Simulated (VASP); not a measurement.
# Al2Pt (Fm-3m) in VASP: further runs

Al2Pt is run at these levels: PBEsol, LDA, r2SCAN; tasks: electric field gradients.

Program: VASP 6.6.1. These are calculated values, not measurements. Logs are shortened: lines on timing, memory, paths and dates and some standing lists are left out, and cuts for length are marked.

## (1) The cell of the first run

It takes space group Fm-3m (No. 225, cubic). Conventional cell: a = 5.910 Å, b = 5.910 Å, c = 5.910 Å, α = 90.00°, β = 90.00°, γ = 90.00°. Within 3.4 Å of Al (site symmetry -43m) lie 4 Pt at 2.56 Å and 6 Al at 2.96 Å. Pt (site symmetry m-3m) has 8 Al at 2.56 Å within 3.4 Å.

## (2) Electric field gradients, PBEsol

The input, INCAR:

```
  ALGO = Normal
  EDIFF = 1E-8
  ENCUT = 520
  GGA = PS
  ISIF = 2
  ISMEAR = -1
  LASPH = True
  LCHARG = False
  LEFG = True
  LREAL = False
  LWAVE = False
  NBANDS = 44
  NELM = 60
  PREC = Accurate
  SIGMA = 0.05
```

The input, KPOINTS:

```
k-points
0
Gamma
  9 9 9
```

The input, POSCAR:

```
Al2Pt
1.0
    5.9100000000      0.0000000000      0.0000000000
    0.0000000000      5.9100000000      0.0000000000
    0.0000000000      0.0000000000      5.9100000000
Al Pt
8 4
Direct
    0.2500000000      0.2500000000      0.2500000000
    0.7500000000      0.7500000000      0.2500000000
    0.7500000000      0.2500000000      0.7500000000
    0.2500000000      0.7500000000      0.7500000000
    0.7500000000      0.7500000000      0.7500000000
    0.2500000000      0.2500000000      0.7500000000
    0.2500000000      0.7500000000      0.2500000000
    0.7500000000      0.2500000000      0.2500000000
    0.0000000000      0.0000000000      0.0000000000
    0.5000000000      0.5000000000      0.0000000000
    0.5000000000      0.0000000000      0.5000000000
    0.0000000000      0.5000000000      0.5000000000
```

Potentials or basis: VASP PAW PBE potentials, release 64 (Al, Pt).

The run is started by

```console
$ cat potpaw_PBE.64/Al/POTCAR potpaw_PBE.64/Pt/POTCAR > POTCAR
$ mpirun -np 1 vasp_std > vasp.out
```

OUTCAR:

```text
EDIFF = 1E-8
   ENCUT = 520
   GGA = PS
   ISIF = 2
   ISMEAR = -1
   LASPH = True
   LREAL = False
   NELM = 60
   PREC = Accurate

 ion  position               nearest neighbor table
   1  0.250  0.250  0.250-   9 2.56  10 2.56  11 2.56  12 2.56   7 2.96   8 2.96   6 2.96   6 2.96
                             7 2.96   8 2.96
   2  0.750  0.750  0.250-   9 2.56  10 2.56  11 2.56  12 2.56   7 2.96   8 2.96   5 2.96   5 2.96
                             8 2.96   7 2.96
   3  0.750  0.250  0.750-   9 2.56  10 2.56  11 2.56  12 2.56   6 2.96   8 2.96   5 2.96   8 2.96
                             5 2.96   6 2.96
   4  0.250  0.750  0.750-   9 2.56  10 2.56  11 2.56  12 2.56   6 2.96   7 2.96   5 2.96   7 2.96
                             6 2.96   5 2.96
   5  0.750  0.750  0.750-   9 2.56  10 2.56  11 2.56  12 2.56   3 2.96   4 2.96   2 2.96   2 2.96
                             3 2.96   4 2.96
   6  0.250  0.250  0.750-   9 2.56  10 2.56  11 2.56  12 2.56   3 2.96   4 2.96   1 2.96   1 2.96
                             4 2.96   3 2.96
   7  0.250  0.750  0.250-   9 2.56  10 2.56  11 2.56  12 2.56   2 2.96   4 2.96   1 2.96   4 2.96
                             1 2.96   2 2.96
   8  0.750  0.250  0.250-   9 2.56  10 2.56  11 2.56  12 2.56   2 2.96   3 2.96   1 2.96   3 2.96
                             2 2.96   1 2.96
   9  0.000  0.000  0.000-   1 2.56   2 2.56   3 2.56   4 2.56   5 2.56   6 2.56   7 2.56   8 2.56

  10  0.500  0.500  0.000-   1 2.56   2 2.56   3 2.56   4 2.56   5 2.56   6 2.56   7 2.56   8 2.56

  11  0.500  0.000  0.500-   1 2.56   2 2.56   3 2.56   4 2.56   5 2.56   6 2.56   7 2.56   8 2.56

  12  0.000  0.500  0.500-   1 2.56   2 2.56   3 2.56   4 2.56   5 2.56   6 2.56   7 2.56   8 2.56

  LATTYP: Found a simple cubic cell.
 ALAT       =     5.9100000000

  Lattice vectors:

 A1 = (   5.9100000000,   0.0000000000,   0.0000000000)
 A2 = (   0.0000000000,   5.9100000000,   0.0000000000)
 A3 = (   0.0000000000,   0.0000000000,   5.9100000000)

Analysis of symmetry for initial positions (statically):
=====================================================================
 Subroutine PRICEL returns following result:

  LATTYP: Found a face centered cubic cell.
 ALAT       =     5.9100000000

  Lattice vectors:

 A1 = (   2.9550000000,  -2.9550000000,   0.0000000000)
 A2 = (   2.9550000000,   0.0000000000,   2.9550000000)
 A3 = (   0.0000000000,  -2.9550000000,   2.9550000000)

   4 primitive cells build up your supercell.

 Routine SETGRP: Setting up the symmetry group for a
 simple cubic supercell.

 Subroutine GETGRP returns: Found 48 space group operations
 (whereof 48 operations were pure point group operations)
 out of a pool of 48 trial point group operations.

The static configuration has the point symmetry O_h .

Analysis of symmetry for dynamics (positions and initial velocities):
=====================================================================
 Subroutine PRICEL returns following result:

  LATTYP: Found a face centered cubic cell.
 ALAT       =     5.9100000000

  Lattice vectors:

 A1 = (   2.9550000000,  -2.9550000000,   0.0000000000)
 A2 = (   2.9550000000,   0.0000000000,   2.9550000000)
 A3 = (   0.0000000000,  -2.9550000000,   2.9550000000)

   4 primitive cells build up your supercell.

 Routine SETGRP: Setting up the symmetry group for a
 simple cubic supercell.

 Subroutine GETGRP returns: Found 48 space group operations
 (whereof 48 operations were pure point group operations)
 out of a pool of 48 trial point group operations.

The dynamic configuration has the point symmetry O_h .

 Subroutine INISYM returns: Found 48 space group operations
 (whereof 48 operations are pure point group operations),
 and found     4 'primitive' translations

----------------------------------------------------------------------------------------

                                     Primitive cell

[... 109 lines left out ...]
   IALGO  =     38    algorithm
   IMIX   =      4    mixing-type and parameters
     AMIX     =   0.40;   BMIX     =  1.00
     AMIX_MAG =   1.60;   BMIX_MAG =  1.00
  volume/ion in A,a.u.               =      17.20       116.09
  Fermi-wavevector in a.u.,A,eV,Ry     =   1.108019  2.093853 16.703966  1.227707
  Thomas-Fermi vector in A             =   2.244541
   LORBIT       =      0    0 simple, 1 ext, 2 COOP (PROOUT), +10 PAW based schemes
   GGA     = PS    functional components
   LHFCALC =     F    Hartree Fock is set to
   AEXX    =    0.0000 exact exchange contribution
   IVDW    =     0    specifies the selected vdW correction
   LEPSILON=     F    determine dielectric tensor
   LRPA    =     F    only Hartree local field effects (RPA)
 non-spin polarized calculation
  energy-cutoff  :      520.00
  volume of cell :      206.43
 maximum number of plane-waves:      5601
 NGX is ok and might be reduce to    48
   NGX = 21   NGY = 21   NGZ = 21

 number of electron      63.9999991 magnetization

 Free energy of the ion-electron system (eV)
  ---------------------------------------------------
  ext. energy  EPLUGINS =         0.00000000
  ---------------------------------------------------
  free energy    TOTEN  =       -71.08396588 eV

  energy without entropy =      -71.04868951  energy(sigma->0) =      -71.06632770

 E-fermi :   7.8002     XC(G=0): -10.8123

 val. band max:        7.7979394595   @ k =   0.3333   0.3333   0.1111
 cond. band min:       7.8611249683   @ k =   0.3333   0.2222   0.0000
 fundamental gap:      0.0631855087
 Fermi energy:         7.8002350557

 k-point     1 :       0.0000    0.0000    0.0000
  band No.  band energies     occupation
      1      -2.4461      2.00000
      2       1.5005      2.00000
      3       1.5005      2.00000
      4       1.5005      2.00000
      5       1.7075      2.00000
      6       1.7075      2.00000
[... 1117 lines left out ...]
     43      12.9229      0.00000
     44      13.5221      0.00000

 [... further k-points ...]
[... 5 lines left out ...]
  --------------------------------------------------------------------------------------
  -------------------------------------------------------------------------------------
  Total       -1.3010110     -1.3010110     -1.3010110      0.0000000      0.0000000     -0.0000000
  in kB      -10.0978548    -10.0978548    -10.0978548      0.0000000      0.0000000     -0.0000000
  external PRESSURE =     -10.0978548 kB  Pullay stress =       0.0000000 kB

 VOLUME and BASIS-vectors are now :
 -----------------------------------------------------------------------------
  energy-cutoff  :      520.00
  volume of cell :      206.43
      direct lattice vectors                 reciprocal lattice vectors
     5.910000000  0.000000000  0.000000000     0.169204738  0.000000000  0.000000000
     0.000000000  5.910000000  0.000000000     0.000000000  0.169204738  0.000000000
     0.000000000  0.000000000  5.910000000     0.000000000  0.000000000  0.169204738

 POSITION                                       TOTAL-FORCE (eV/Angst)
 -----------------------------------------------------------------------------------
      1.47750      1.47750      1.47750        -0.000000      0.000000     -0.000000
      4.43250      4.43250      1.47750         0.000000     -0.000000     -0.000000
      4.43250      1.47750      4.43250         0.000000      0.000000      0.000000
      1.47750      4.43250      4.43250         0.000000     -0.000000     -0.000000
      4.43250      4.43250      4.43250        -0.000000     -0.000000     -0.000000
      1.47750      1.47750      4.43250        -0.000000      0.000000     -0.000000
      1.47750      4.43250      1.47750        -0.000000     -0.000000     -0.000000
      4.43250      1.47750      1.47750        -0.000000      0.000000     -0.000000
      0.00000      0.00000      0.00000        -0.000000     -0.000000      0.000000
      2.95500      2.95500      0.00000         0.000000      0.000000      0.000000
      2.95500      0.00000      2.95500        -0.000000      0.000000     -0.000000
      0.00000      2.95500      2.95500         0.000000      0.000000      0.000000
 -----------------------------------------------------------------------------------
    total drift:                                0.000000      0.000000     -0.000000

  FREE ENERGIE OF THE ION-ELECTRON SYSTEM (eV)
  ---------------------------------------------------
  free  energy   TOTEN  =       -71.0839658806 eV

  energy  without entropy=      -71.0486895137  energy(sigma->0) =      -71.06632770

 Electric field gradients (V/A^2)
---------------------------------------------------------------------
 ion       V_xx      V_yy      V_zz      V_xy      V_xz      V_yz
---------------------------------------------------------------------
   1       0.000    -0.000     0.000     0.000     0.000     0.000
   2       0.000    -0.000     0.000     0.000     0.000     0.000
   3       0.000    -0.000     0.000     0.000     0.000    -0.000
   4      -0.000    -0.000     0.000     0.000     0.000     0.000
   5      -0.000    -0.000     0.000     0.000     0.000     0.000
   6      -0.000    -0.000     0.000     0.000     0.000     0.000
   7      -0.000    -0.000     0.000     0.000     0.000     0.000
   8       0.000    -0.000     0.000     0.000     0.000     0.000
   9       0.000     0.000     0.000     0.000    -0.000    -0.000
  10       0.000     0.000     0.000     0.000    -0.000    -0.000
  11       0.000     0.000     0.000     0.000    -0.000    -0.000
  12       0.000     0.000     0.000     0.000    -0.000    -0.000
---------------------------------------------------------------------

 Electric field gradients after diagonalization (V/A^2)
 (convention: |V_zz| > |V_xx| > |V_yy|)
----------------------------------------------------------------------
 ion       V_xx      V_yy      V_zz     asymmetry (V_yy - V_xx)/ V_zz
----------------------------------------------------------------------
   1      -0.000     0.000     0.000       0.396
   2      -0.000     0.000     0.000       0.413
   3      -0.000     0.000     0.000       0.462
   4      -0.000    -0.000     0.000       0.200
   5      -0.000    -0.000     0.000       0.361
   6      -0.000    -0.000     0.000       0.253
   7      -0.000    -0.000     0.000       0.207
   8      -0.000     0.000     0.000       0.636
   9       0.000     0.000     0.000      -0.036
  10       0.000     0.000     0.000      -0.033
  11       0.000     0.000     0.000      -0.036
  12       0.000     0.000     0.000      -0.069
----------------------------------------------------------------------

           NMR quadrupolar parameters

 Cq : quadrupolar parameter    Cq=e*Q*V_zz/h
 eta: asymmetry parameters     (V_yy - V_xx)/ V_zz
 Q  : nuclear electric quadrupole moment in mb (millibarn)
----------------------------------------------------------------------
 ion       Cq(MHz)       eta       Q (mb)
----------------------------------------------------------------------
   1       0.000       0.396       1.000
   2       0.000       0.413       1.000
   3       0.000       0.462       1.000
   4       0.000       0.200       1.000
   5       0.000       0.361       1.000
   6       0.000       0.253       1.000
   7       0.000       0.207       1.000
   8       0.000       0.636       1.000
   9       0.000      -0.036       1.000
  10       0.000      -0.033       1.000
  11       0.000      -0.036       1.000
  12       0.000      -0.069       1.000
----------------------------------------------------------------------
```

Run time: 3.5 min. Hardware: 1 thread of Intel Xeon Platinum 8375C at 2.90GHz (Ice Lake), shared host; peak memory 0.45 GiB.

Results:

```
Free energy                             : -71.0840 eV
Pressure                                : -1.0 GPa
Band gap on the k mesh                  : zero (bands 32 and 33 overlap by 2.54 eV)
Largest electric field gradient by atom : under 0.05 V/Å² on every atom
```

Caveat: the PAW data sets were made with another functional, which shifts forces and pressure a little; spin-orbit coupling is left out, which moves the levels of the heavy elements.

[end of part 1 of 3]

The gap in the log of VASP goes by the Fermi energy; the results here count the filled bands.